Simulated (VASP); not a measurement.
TiCo2, 6 atoms in the cell. It takes space group Fd-3m (No. 227, cubic). The conventional cell has a = 6.268 Å, b = 6.268 Å, c = 6.268 Å, α = 90.00°, β = 90.00°, γ = 90.00°. Within 3.4 Å of Ti (site symmetry -43m) lie 12 Co at 2.60 Å and 4 Ti at 2.71 Å. Co (site symmetry -3m) has 6 Co at 2.22 Å and 6 Ti at 2.60 Å within 2.9 Å. 

- Program: VASP 6.6.1
- Task: relaxation of cell and atoms
- Functional: PBEsol
- Potentials or basis: VASP PAW PBE potentials, release 64 (Ti_sv, Co)
- Cutoff: 600 eV
- k mesh: 10 × 10 × 10
- Occupations: gaussian, width 0.1 eV
- Spin: no spin polarisation
- Target pressure: 40 GPa
- Dipole correction: no
- Further INCAR settings: ALGO = Fast; EDIFF = 1e-06; IBRION = 2; EDIFFG = -0.008; NSW = 70; ISIF = 3

Potentials or basis: VASP PAW PBE potentials, release 64 (Ti_sv, Co).

The run is started by

```bash
$ cat potpaw_PBE.64/Ti_sv/POTCAR potpaw_PBE.64/Co/POTCAR > POTCAR
$ mpirun -np 1 vasp_std > vasp.out
```

Hardware: 1 thread of Intel(R) Xeon(R) 6975P-C (Granite Rapids), on a shared host.

Problem. How long does it take, and how much memory?

Solution. It took 3.9 min on 1 thread of Intel(R) Xeon(R) 6975P-C (Granite Rapids) (shared host), peak memory 0.28 GiB. Counts: scf iterations 50, k points 47, ion steps 3.
